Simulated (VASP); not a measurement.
Wanted: the native input for a VASP 6.6.1 run.

```
Task                   : single point
Functional             : PBE
Dispersion             : D3(BJ)
Potentials or basis    : VASP PAW PBE potentials, release 64 (Si, S)
Cutoff                 : 520 eV
k mesh                 : 7 × 4 × 1
Occupations            : gaussian, width 0.05 eV
Spin                   : collinear spin, ferromagnetic start
Starting moments       : [0.0, 0.0, 0.0, 0.0, 0.0, 0.0, 0.0, 0.0, 2.0] μB
Dipole correction      : yes
Further INCAR settings : ALGO = Normal; EDIFF = 1e-06; NBANDS = 33
```

The structure of Si8S lies in POSCAR:

```
Si8S
1.0
    3.8155170197      0.0000000000      0.0000000000
    0.0000000000      6.3129357895      0.0000000000
    0.0000000000      0.0000000000     21.2318711397
Si S
8 1
Direct
    0.0000000000      0.9369021388      0.1883960191
    0.0000000000      0.5630978612      0.1883960191
    0.5000000000      0.4369021388      0.2402729771
    0.5000000000      0.0630978612      0.2402729771
    0.5000000000      0.9332664454      0.3446595292
    0.5000000000      0.5667335546      0.3446595292
    0.0000000000      0.4266292815      0.3877129380
    0.0000000000      0.0733707185      0.3877129380
    0.0000000000      1.2599626148      0.4913307485
```

One way to write it, as run:

INCAR

```
PREC = Accurate ; ENCUT = 520
EDIFF = 1E-6 ; ISMEAR = 0
SIGMA = 0.05 ; LREAL = F
LASPH = T ; NELM = 150
ALGO = Normal ; ISIF = 2
LWAVE = F ; LCHARG = F
ISPIN = 2 ; MAGMOM = 0 0 0 0 0 0 0 0 2
LORBIT = 11 ; LDIPOL = T
IDIPOL = 3 ; DIPOL = 0.5 0.5 0.313
GGA = PE ; IVDW = 12
NBANDS = 33
```

KPOINTS

```
regular mesh
0
Gamma
  7 4 1
```

Potentials or basis: VASP PAW PBE potentials, release 64 (Si, S).

Run with:

```sh
$ cat potpaw_PBE.64/Si/POTCAR potpaw_PBE.64/S/POTCAR > POTCAR
$ mpirun -np 1 vasp_std > vasp.out
```

It gave:

* Largest force: 3.422 eV/Å
* Net moment: 0.06 μB per cell
* Site moments: Si -0.00, +0.00; S +0.04 μB
* Valence electrons inside the program's atomic spheres: Si 1.64, 1.67, 1.72, 1.66; S 3.57
* Dispersion energy per atom: -0.241 eV

Wall time 8.5 min on 1 thread of Intel(R) Xeon(R) 6975P-C (Granite Rapids) (shared host), peak memory 0.8 GiB.
